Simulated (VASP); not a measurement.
Crystal: SiGeTe2S2.

```
CELL_PARAMETERS angstrom
4.28924 0.00000 0.00000
-2.14462 3.71459 0.00000
0.00000 0.00000 11.09382
ATOMIC_POSITIONS crystal
Si 0.00000 0.00000 0.00000
Ge 0.00000 0.00000 0.50000
Te 0.00000 0.00000 0.77427
Te 0.00000 0.00000 0.22573
S 0.33333 0.66667 0.00000
S 0.66667 0.33333 0.00000
```

* Program: VASP 6.6.1
* Task: relaxation of cell and atoms
* Functional: PBE
* Potentials or basis: VASP PAW PBE potentials, release 64 (Si, Ge_d, Te, S)
* Cutoff: 600 eV
* k mesh: 6 × 6 × 2
* Occupations: gaussian, width 0.1 eV
* Spin: no spin polarisation

At the start: pressure 1.1 GPa; volume 29.46 Å³/atom.

How do energy, volume and symmetry change on relaxing?

Over 8 steps the energy falls by 199.1 meV/atom and the volume is 30.44 Å³/atom (+3.3 %); space group P6/mmm (No. 191, to 0.05 Å).

Step by step:
```tsv
step	energy change (eV)	largest force (eV/Å)	pressure (GPa)	volume (Å³)
1	0.0000	2.0135	1.11	176.76
2	-0.4380	1.6220	-0.67	181.98
3	-1.0652	0.0965	-2.53	197.72
4	-1.0676	0.3306	-2.58	195.98
5	-0.7658	1.6437	3.33	178.33
6	-1.1529	0.1160	-1.04	189.79
7	-1.1530	0.1311	-0.98	189.62
8	-1.1947	0.0120	-0.20	182.62
```

Final structure:
```
Si Ge Te S
1.0
     4.47917    0.00000    0.00000
    -2.23958    3.87907    0.00000
     0.00000    0.00000   10.51030
Si Ge Te S
1 1 2 2
Direct
  0.00000 0.00000 0.00000
  0.00000 0.00000 0.50000
  0.00000 0.00000 0.73978
  0.00000 0.00000 0.26022
  0.33333 0.66667 0.00000
  0.66667 0.33333 0.00000
```
